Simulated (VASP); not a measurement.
Set up this calculation in VASP 6.6.1, as the native input.

```yaml
Task: single point
Functional: PBEsol
Potentials_or_basis: VASP PAW PBE potentials, release 64 (Au)
Cutoff: 500 eV
k_mesh: 12 × 12 × 14
Occupations: gaussian, width 0.1 eV
Spin: no spin polarisation
Dipole_correction: no
Further_INCAR_settings: ALGO = Normal; EDIFF = 1e-06; NBANDS = 12; ISYM = 0
```

The structure of Au lies in POSCAR:

```
Au
1.0
    2.8269323728     -0.0000430418      0.0205305124
   -1.4135034616      2.4482598122      0.0000000000
    1.4310192383      0.8261993425      2.4365703225
Au
1
Direct
    0.0000000000      0.0000000000      0.0000000000
```

The input as run:

INCAR

```
PREC     = Accurate       # precision mode
ENCUT    = 500            # plane-wave cutoff, eV
EDIFF    = 1E-6           # SCF threshold, eV
ISMEAR   = 0              # smearing method
SIGMA    = 0.1            # smearing width, eV
LREAL    = F              # projectors in reciprocal space
LASPH    = T              # aspherical terms in the spheres
NELM     = 120            # most SCF steps
ALGO     = Normal         # electronic algorithm
ISIF     = 2              # what is computed and relaxed
LWAVE    = F              # write WAVECAR
LCHARG   = F              # write CHGCAR
GGA      = PS             # functional
NBANDS   = 12             # bands
ISYM     = 0            
GGA_COMPAT= F
```

KPOINTS

```
Automatic mesh
0
Gamma
  12 12 14
```

Potentials or basis: VASP PAW PBE potentials, release 64 (Au).

Launch:

```console
$ cat potpaw_PBE.64/Au/POTCAR > POTCAR
$ mpirun -np 1 vasp_std > vasp.out
```

Results of the run:

- Pressure: 2.7 GPa
- Band gap on the k mesh: zero (an odd number of electrons rules out a gap without spin polarisation)

Caveat: the PAW data sets were made with another functional, which shifts forces and pressure a little; spin-orbit coupling is left out, which moves the levels of the heavy elements.

It took 3.2 min on 1 thread of Intel Xeon 8259CL, with other jobs on the host, peak memory 0.3 GiB.
